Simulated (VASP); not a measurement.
# BeS (F-43m) in VASP: notebook

Runs on BeS. Level: PBE. Tasks: single point.

Everything below comes from runs of VASP 6.6.1. Logs are shortened: lines on timing, memory, paths and dates and some standing lists are left out, and cuts for length are marked.

**1. The cell of the first run**

It takes space group F-43m (No. 216, cubic). Conventional cell: a = 4.776 Å, b = 4.776 Å, c = 4.776 Å, α = 90.00°, β = 90.00°, γ = 90.00°. Within 2.7 Å of Be (site symmetry -43m) lie 4 S at 2.07 Å. Within 2.7 Å of S (site symmetry -43m) lie 4 Be at 2.07 Å.

**2. Single point, PBE (volume scaled by 0.94)**

Contents of INCAR:

```
PREC = Accurate ; ENCUT = 520
EDIFF = 1E-7 ; ISMEAR = 0
SIGMA = 0.02 ; LREAL = F
LASPH = T ; NELM = 100
ALGO = Normal ; ISIF = 2
LWAVE = F ; LCHARG = T
GGA = PE ; LELF = T
LVHAR = T ; NBANDS = 11
```

Contents of KPOINTS:

```
regular mesh
0
Gamma
  8 8 8
```

Contents of POSCAR:

```
BeS
1.0
    0.0000000000      2.3881515132      2.3881515132
    2.3881515132      0.0000000000      2.3881515132
    2.3881515132      2.3881515132      0.0000000000
Be S
1 1
Direct
    0.0000000000      0.0000000000      0.0000000000
    0.2500000000      0.2500000000      0.2500000000
```

Potentials or basis: VASP PAW PBE potentials, release 64 (Be, S).

The run is started by

```bash
cat potpaw_PBE.64/Be/POTCAR potpaw_PBE.64/S/POTCAR > POTCAR
mpirun -np 1 vasp_std > vasp.out
```

OUTCAR:

```text
PREC = Accurate
   ENCUT = 520
   EDIFF = 1E-7
   ISMEAR = 0
   LREAL = F
   LASPH = T
   NELM = 100
   ISIF = 2
   GGA = PE

 ion  position               nearest neighbor table
   1  0.000  0.000  0.000-   2 2.07   2 2.07   2 2.07   2 2.07
   2  0.250  0.250  0.250-   1 2.07   1 2.07   1 2.07   1 2.07

  LATTYP: Found a face centered cubic cell.
 ALAT       =     4.7763030264

  Lattice vectors:

 A1 = (   0.0000000000,   2.3881515132,   2.3881515132)
 A2 = (   2.3881515132,   0.0000000000,   2.3881515132)
 A3 = (   2.3881515132,   2.3881515132,   0.0000000000)

Analysis of symmetry for initial positions (statically):
=====================================================================
 Subroutine PRICEL returns:
 Original cell was already a primitive cell.

 Routine SETGRP: Setting up the symmetry group for a
 face centered cubic supercell.

 Subroutine GETGRP returns: Found 24 space group operations
 (whereof 24 operations were pure point group operations)
 out of a pool of 48 trial point group operations.

The static configuration has the point symmetry T_d .

Analysis of symmetry for dynamics (positions and initial velocities):
=====================================================================
 Subroutine PRICEL returns:
 Original cell was already a primitive cell.

 Routine SETGRP: Setting up the symmetry group for a
 face centered cubic supercell.

 Subroutine GETGRP returns: Found 24 space group operations
 (whereof 24 operations were pure point group operations)
 out of a pool of 48 trial point group operations.

The dynamic configuration has the point symmetry T_d .

 Subroutine INISYM returns: Found 24 space group operations
 (whereof 24 operations are pure point group operations),
 and found     1 'primitive' translations

----------------------------------------------------------------------------------------

                                     Primitive cell

  volume of cell :      27.2405

  direct lattice vectors                    reciprocal lattice vectors
     0.000000000  2.388151513  2.388151513    -0.209366951  0.209366951  0.209366951
     2.388151513  0.000000000  2.388151513     0.209366951 -0.209366951  0.209366951
     2.388151513  2.388151513  0.000000000     0.209366951  0.209366951 -0.209366951

  length of vectors
     3.377356259  3.377356259  3.377356259     0.362634196  0.362634196  0.362634196

  position of ions in fractional coordinates (direct lattice)
     0.000000000  0.000000000  0.000000000
     0.250000000  0.250000000  0.250000000

  ion indices of the primitive-cell ions
   primitive index   ion index
                 1           1
                 2           2
[... 78 lines left out ...]
   ISIF   =      2    stress and relaxation
   ISYM   =      2    0-nonsym 1-usesym 2-fastsym
   POTIM  = 0.5000    time-step for ionic-motion
   TEBEG  =    0.0;   TEEND  =   0.0 temperature during run
   PSTRESS=    0.0 pullay stress
   NELECT =       8.0000    total number of electrons
   NUPDOWN=      -1.0000    fix difference up-down
   EMIN   =  10.00;   EMAX   =-10.00  energy-range for DOS
   EFERMI =   0.00;   METHOD = LEGACY
   ISMEAR =     0;   SIGMA  =   0.02  broadening in eV -4-tet -1-fermi 0-gaus
   EFERMI_NEDOS =   21; number of points for ismear=-14 and -15
   IALGO  =     38    algorithm
   IMIX   =      4    mixing-type and parameters
     AMIX     =   0.40;   BMIX     =  1.00
     AMIX_MAG =   1.60;   BMIX_MAG =  1.00
  volume/ion in A,a.u.               =      13.62        91.91
  Fermi-wavevector in a.u.,A,eV,Ry     =   1.088177  2.056357 16.111061  1.184130
  Thomas-Fermi vector in A             =   2.224353
   LORBIT       =      0    0 simple, 1 ext, 2 COOP (PROOUT), +10 PAW based schemes
   GGA     = PE    functional components
   LHFCALC =     F    Hartree Fock is set to
   AEXX    =    0.0000 exact exchange contribution
   IVDW    =     0    specifies the selected vdW correction
   LEPSILON=     F    determine dielectric tensor
   LRPA    =     F    only Hartree local field effects (RPA)
 non-spin polarized calculation
 Gauss-broadening in eV      SIGMA  =   0.02
  energy-cutoff  :      520.00
  volume of cell :       27.24
 maximum number of plane-waves:       754
 NGX is ok and might be reduce to    28
   NGX = 13   NGY = 13   NGZ = 13

 number of electron       8.0000001 magnetization

 Free energy of the ion-electron system (eV)
  ---------------------------------------------------
  ext. energy  EPLUGINS =         0.00000000
  ---------------------------------------------------
  free energy    TOTEN  =        -9.97919270 eV

  energy without entropy =       -9.97919270  energy(sigma->0) =       -9.97919270

 E-fermi :   4.7963     XC(G=0):  -9.9221

 val. band max:        4.6622405016   @ k =   0.0000   0.0000   0.0000
 cond. band min:       7.6648226642   @ k =   0.5000   0.5000   0.0000
 fundamental gap:      3.0025821626
 Fermi energy:         4.7963296829

 k-point     1 :       0.0000    0.0000    0.0000
  band No.  band energies     occupation
      1      -9.3488      2.00000
      2       4.6622      2.00000
      3       4.6622      2.00000
      4       4.6622      2.00000
      5      10.3078      0.00000
      6      10.3078      0.00000
      7      10.3078      0.00000
      8      10.9450      0.00000
      9      17.5644      0.00000
     10      17.5644      0.00000
     11      19.8925      0.00000
[... 309 lines left out ...]
 k-point    24 :      -0.3750    0.2500    0.1250
  band No.  band energies     occupation
      1      -7.3093      2.00000
      2      -0.8715      2.00000
      3       1.7377      2.00000
      4       2.7006      2.00000
      5      10.7347      0.00000
      6      11.3639      0.00000
      7      14.0100      0.00000
      8      15.3926      0.00000
      9      16.3039      0.00000
     10      20.2697      0.00000
     11      21.0222      0.00000

 [... further k-points ...]
[... 5 lines left out ...]
  --------------------------------------------------------------------------------------
  -------------------------------------------------------------------------------------
  Total        1.1029855      1.1029855      1.1029855     -0.0000000      0.0000000     -0.0000000
  in kB       64.8731141     64.8731141     64.8731141     -0.0000000      0.0000000     -0.0000000
  external PRESSURE =      64.8731141 kB  Pullay stress =       0.0000000 kB

 VOLUME and BASIS-vectors are now :
 -----------------------------------------------------------------------------
  energy-cutoff  :      520.00
  volume of cell :       27.24
      direct lattice vectors                 reciprocal lattice vectors
     0.000000000  2.388151513  2.388151513    -0.209366951  0.209366951  0.209366951
     2.388151513  0.000000000  2.388151513     0.209366951 -0.209366951  0.209366951
     2.388151513  2.388151513  0.000000000     0.209366951  0.209366951 -0.209366951

 POSITION                                       TOTAL-FORCE (eV/Angst)
 -----------------------------------------------------------------------------------
      0.00000      0.00000      0.00000         0.000000      0.000000      0.000000
      1.19408      1.19408      1.19408        -0.000000     -0.000000     -0.000000
 -----------------------------------------------------------------------------------
    total drift:                               -0.000000     -0.000000     -0.000000

  FREE ENERGIE OF THE ION-ELECTRON SYSTEM (eV)
  ---------------------------------------------------
  free  energy   TOTEN  =        -9.9791926966 eV

  energy  without entropy=       -9.9791926966  energy(sigma->0) =       -9.97919270
```

OSZICAR:

```text
N       E                     dE             d eps       ncg     rms          rms(c)
DAV:   1     0.211894812283E+02    0.21189E+02   -0.37117E+03   638   0.617E+02
DAV:   2    -0.896599582199E+01   -0.30155E+02   -0.29067E+02   792   0.121E+02
DAV:   3    -0.101743164626E+02   -0.12083E+01   -0.12057E+01   850   0.238E+01
DAV:   4    -0.101808430145E+02   -0.65266E-02   -0.65250E-02   755   0.196E+00
DAV:   5    -0.101808994487E+02   -0.56434E-04   -0.56434E-04   840   0.185E-01    0.605E+00
DAV:   6    -0.100275777509E+02    0.15332E+00   -0.11342E-01   748   0.170E+00    0.410E+00
DAV:   7    -0.997801381304E+01    0.49564E-01   -0.13800E-01   808   0.198E+00    0.962E-01
DAV:   8    -0.997907808899E+01   -0.10643E-02   -0.67859E-03   794   0.444E-01    0.155E-01
DAV:   9    -0.997916096551E+01   -0.82877E-04   -0.48284E-04   795   0.142E-01    0.356E-02
DAV:  10    -0.997918457271E+01   -0.23607E-04   -0.48712E-05   768   0.381E-02    0.108E-02
DAV:  11    -0.997919239622E+01   -0.78235E-05   -0.15641E-05   746   0.222E-02    0.796E-03
DAV:  12    -0.997919261012E+01   -0.21391E-06   -0.31898E-07   799   0.406E-03    0.272E-03
DAV:  13    -0.997919274116E+01   -0.13104E-06   -0.99201E-08   719   0.170E-03    0.307E-03
DAV:  14    -0.997919269662E+01    0.44539E-07   -0.67514E-09   352   0.435E-04
   1 F= -.99791927E+01 E0= -.99791927E+01  d E =-.198994E-23
```

It took 16 s on 1 thread of Intel Xeon Platinum 8259CL at 2.50GHz (Skylake/Cascade Lake), shared host; peak memory 0.15 GiB.

What came out:

```yaml
Free_energy: -9.9792 eV
Pressure: 6.5 GPa
Band_gap_on_the_k_mesh: 3.00 eV, indirect (least direct gap 5.65 eV)
```

Caveat: the cell differs from its parent crystal (volume scaled by 0.94).

**3. Single point, PBE (volume scaled by 0.91)**

Contents of INCAR:

```
PREC = Accurate
ENCUT = 520
EDIFF = 1E-7
ISMEAR = 0
SIGMA = 0.02
LREAL = False
LASPH = True
NELM = 80
ALGO = Normal
ISIF = 2
LWAVE = False
LCHARG = False
GGA = PE
NBANDS = 11
```

Contents of KPOINTS:

```
Automatic mesh
0
Gamma
  8 8 8
```

Contents of POSCAR:

```
BeS
1.0
    0.0000000000      2.3624704743      2.3624704743
    2.3624704743      0.0000000000      2.3624704743
    2.3624704743      2.3624704743      0.0000000000
Be S
1 1
Direct
    0.0000000000      0.0000000000      0.0000000000
    0.2500000000      0.2500000000      0.2500000000
```

Potentials or basis: VASP PAW PBE potentials, release 64 (Be, S).

The run is started by

```bash
cat potpaw_PBE.64/Be/POTCAR potpaw_PBE.64/S/POTCAR > POTCAR
mpirun -np 1 vasp_std > vasp.out
```

Run time: 18 s. Hardware: 1 thread of Intel Xeon Platinum 8259CL at 2.50GHz (Skylake/Cascade Lake), shared host; peak memory 0.14 GiB.

Results (log left out):

```
Free energy            : -9.9331 eV
Pressure               : 10.5 GPa
Band gap on the k mesh : 2.92 eV, indirect (least direct gap 5.62 eV)
```

Levels at points of the mesh, in eV from the valence-band top:
```tsv
k point	band 1	band 2	band 3	band 4	band 5	band 6	band 7	band 8	band 9
(0.00, 0.00, 0.00)	-14.25	0.00	0.00	0.00	5.62	5.62	5.62	6.57	12.96
(0.50, 0.00, 0.00)	-12.41	-6.32	-1.15	-1.15	5.76	6.53	6.53	11.56	15.30
(0.50, 0.50, 0.00)	-11.79	-5.44	-2.92	-2.92	2.92	4.83	13.42	13.42	16.64
```

Caveat: the cell differs from its parent crystal (volume scaled by 0.91). A k mesh can miss the band edges.

**4. Single point, PBE**

This run uses another cell than the first one, of 14.26 Å³/atom, 1.047 times its volume.

Contents of INCAR:

```
PREC = Accurate ; ENCUT = 520
EDIFF = 1E-6 ; ISMEAR = 0
SIGMA = 0.02 ; LREAL = F
LASPH = T ; NELM = 80
ALGO = Normal ; ISIF = 2
LWAVE = F ; LCHARG = F
GGA = PE ; NBANDS = 11
```

Contents of KPOINTS:

```
regular mesh
0
Gamma
  8 8 8
```

Contents of POSCAR:

```
BeS
1.0
    0.0000000000      2.4250000000      2.4250000000
    2.4250000000      0.0000000000      2.4250000000
    2.4250000000      2.4250000000      0.0000000000
Be S
1 1
Direct
    0.0000000000      0.0000000000      0.0000000000
    0.2500000000      0.2500000000      0.2500000000
```

The run is started by

```bash
cat potpaw_PBE.64/Be/POTCAR potpaw_PBE.64/S/POTCAR > POTCAR
mpirun -np 1 vasp_std > vasp.out
```

Run time: 12 s. Hardware: 1 thread of Intel Xeon Platinum 8259CL at 2.50GHz (Skylake/Cascade Lake), shared host; peak memory 0.15 GiB.

It converged, with:

```yaml
Free_energy: -10.0110 eV
Pressure: 1.6 GPa
Band_gap_on_the_k_mesh: 3.11 eV, indirect (least direct gap 5.67 eV)
```

Levels at points of the mesh, in eV from the valence-band top:
```csv
k point,band 2,band 3,band 4,band 5,band 6,band 7
"(0.00, 0.00, 0.00)",0.00,0.00,0.00,5.67,5.67,5.67
"(0.50, 0.00, 0.00)",-5.79,-1.03,-1.03,5.48,6.56,6.56
"(0.50, 0.50, 0.00)",-5.02,-2.64,-2.64,3.11,4.92,12.78
```

**5. Overview**

| cell | gap on the mesh (eV) | pressure (GPa) |
| --- | --- | --- |
| a = 3.377 Å, angles 60.0°, 2 atoms | 3.00 | 6.5 |
| a = 3.341 Å, angles 60.0°, 2 atoms | 2.92 | 10.5 |
| a = 3.429 Å, angles 60.0°, 2 atoms | 3.11 | 1.6 |

Alike in all rows: task single point; level PBE; potentials or basis VASP PAW PBE potentials, release 64 (Be, S); no spin polarisation; k mesh 8 × 8 × 8; cutoff (eV) 520; smearing gaussian 0.02 eV.

Total energies depend on the potentials used, so only differences within one code and one set of settings carry meaning.
